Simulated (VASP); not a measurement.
The system is AlN.

```
Al N
1.0
    -0.10354    2.19888    2.19888
     2.19888   -0.10354    2.19888
     2.19888    2.19888   -0.10354
Al N
1 1
Cartesian
  -0.0109 -0.0109 -0.0109
  1.0844 1.0844 1.0844
```

This cell differs from its parent crystal: epitaxial 111 strain +5.4%.

Base run:

| Quantity | Value |
| --- | --- |
| Program | VASP 6.6.1 |
| Functional | PBE |
| Potentials or basis | VASP PAW PBE potentials, release 64 (Al, N) |
| Cutoff | 520 eV |
| k mesh | 10 × 10 × 10 |
| Occupations | fermi-dirac, width 0.02 eV |
| Spin | no spin polarisation |

Its results: band gap on the k mesh 2.90 eV (least direct gap 3.02 eV); pressure -10.9 GPa; largest force 0.058 eV/Å.

**Question.** The run is repeated on the same cell with these changes: functional from PBE to r2SCAN; occupations from fermi-dirac, width 0.02 eV to gaussian, width 0.01 eV. What comes out?

**Answer.** Band gap on the k mesh 3.48 eV (least direct gap 3.66 eV); pressure -15.6 GPa; largest force 0.005 eV/Å.

Caveats: the cell stands under tension; the PAW data sets were made with another functional, which shifts forces and pressure a little (at least some runs).

A k mesh can miss the band edges.
